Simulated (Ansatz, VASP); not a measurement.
**C: VASP beside Ansatz**

```
CELL_PARAMETERS angstrom
3.57155 0.00000 -3.57155
0.00000 3.57155 -3.57155
3.57155 3.57155 0.00000
ATOMIC_POSITIONS crystal
C 0.25000 0.25000 0.25000
C 0.25000 0.75000 0.75000
C 0.25000 0.75000 0.25000
C 0.75000 0.25000 0.75000
C 0.75000 0.25000 0.25000
C 0.75000 0.75000 0.75000
C 0.75000 0.75000 0.25000
C 0.12500 0.12500 0.12500
C 0.12500 0.12500 0.62500
C 0.12500 0.62500 0.12500
C 0.13964 0.51250 0.67393
C 0.62500 0.12500 0.12500
C 0.62500 0.12500 0.62500
C 0.62500 0.62500 0.12500
C 0.62500 0.62500 0.62500
```

Change from the starting cell: C vacancy, atom 11 moved a little way towards it, host rigid.

Alike in both runs: task single point; functional PBE; k mesh 6 × 6 × 6; occupations gaussian, width 0.05 eV; no spin polarisation.

```csv
,VASP,Ansatz
version,VASP 6.6.1,Ansatz 0.2.0
potentials or method,"VASP PAW PBE potentials, release 64 (C), cutoff 520 eV","scalar-relativistic, plane waves, PAW"
valence electrons in the cell,60,60
```

Ansatz gave:

```
gap on the k mesh at the Fermi level (eV)                     : none
pressure (GPa)                                                : -10.5
traceless stress, the component that is largest in VASP (GPa) : -11.71
rms of the force components (eV/Å)                            : 1.468
```

Which values does VASP return?

gap on the k mesh at the Fermi level (eV): none; pressure (GPa): -9.6; traceless stress, the component that is largest in VASP (GPa): -11.69; rms of the force components (eV/Å): 1.462.

Atom by atom the forces differ by 0.009 eV/Å (rms over components). A gap of «none» marks a metal or a gap that the smearing closes.
